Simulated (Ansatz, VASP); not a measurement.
SrHgGeSe4 in VASP and in Ansatz

```
Sr Ge Hg Se
1.0
    10.83750    0.00000    0.00000
     0.00000    5.37280    3.31885
     0.00000   -5.37280    3.31885
Sr Ge Hg Se
2 2 2 8
Direct
  0.00000 0.25320 0.25320
  0.50000 0.25320 0.25320
  0.25000 0.95580 0.51940
  0.75000 0.51940 0.95580
  0.25000 0.52687 0.86097
  0.75000 0.86097 0.52687
  0.07626 0.18248 0.72152
  0.92374 0.72152 0.18248
  0.42374 0.18248 0.72152
  0.57626 0.72152 0.18248
  0.25000 0.96240 0.14460
  0.75000 0.14460 0.96240
  0.25000 0.55740 0.42860
  0.75000 0.42860 0.55740
```

Alike in both runs: task electric field gradients; functional PBE; k mesh 3 × 5 × 5; occupations fermi-dirac, width 0.02 eV; no spin polarisation.

|  | VASP | Ansatz |
| --- | --- | --- |
| version | VASP 6.6.1 | Ansatz 0.2.0 |
| potentials or method | VASP PAW PBE potentials, release 64 (Sr_sv, Ge_d, Hg, Se) | plane-wave PAW, scalar-relativistic |
| plane-wave cutoff (eV) | 520 | 420 |
| valence electrons in the cell | 120 | 216 |

```csv
,VASP,Ansatz,Ansatz less VASP
gap on the k mesh at the Fermi level (eV),1.41,1.42,+0.003
pressure (GPa),3.1,3.0,-0.18
"traceless stress, the component that is largest in VASP (GPa)",0.68,0.63,-0.053
rms of the force components (eV/Å),0.208,0.197,-0.0115
size of Vzz on the site where it differs most (V/Å²),290.8,203.6,-87.22
```

Atom by atom the forces differ by 0.016 eV/Å (rms over components). VASP's potentials hold 120 valence electrons a cell and Ansatz's 216, so a difference there can come from the potentials and not from the codes.

Neither program's run includes spin-orbit coupling.
